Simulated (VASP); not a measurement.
**CaO (r.b): single point with PBEsol+D4**

Crystal: CaO (r.b).

```xyz
2
Lattice="0.0000 2.3748 2.3748 2.3748 0.0000 2.3748 2.3748 2.3748 0.0000" Properties=species:S:1:pos:R:3 pbc="T T T"
Ca    0.0000    0.0000    0.0000
O     2.3748    2.3748    2.3748
```

```
Program             : VASP 6.6.1
Task                : single point
Functional          : PBEsol
Dispersion          : D4
Potentials or basis : VASP PAW PBE potentials, release 64 (Ca_sv, O)
Cutoff              : 600 eV
k mesh              : 8 × 8 × 8
Occupations         : gaussian, width 0.02 eV
Spin                : no spin polarisation
```

| Item | Value |
| --- | --- |
| Pressure | 0.6 GPa |
| Band gap on the k mesh | 3.52 eV, indirect (least direct gap 3.89 eV) |
| Dispersion energy per atom | -0.098 eV |

Levels at points of the mesh, in eV from the valence-band top:
```csv
k point,band 6,band 7,band 8,band 9,band 10,band 11
"(0.00, 0.00, 0.00)",0.00,0.00,0.00,4.85,6.27,6.27
"(0.50, 0.00, 0.00)",-2.78,-1.29,-1.29,7.18,8.57,8.57
"(0.50, 0.50, 0.00)",-1.30,-0.37,-0.37,3.52,8.31,9.13
```

Run time: 8.4 s on 1 thread of AMD EPYC 9R45 96-Core Processor (Zen 5), on a shared host, peak memory 0.13 GiB.

Caveat: the PAW data sets were made with another functional, which shifts forces and pressure a little. A k mesh can miss the band edges.
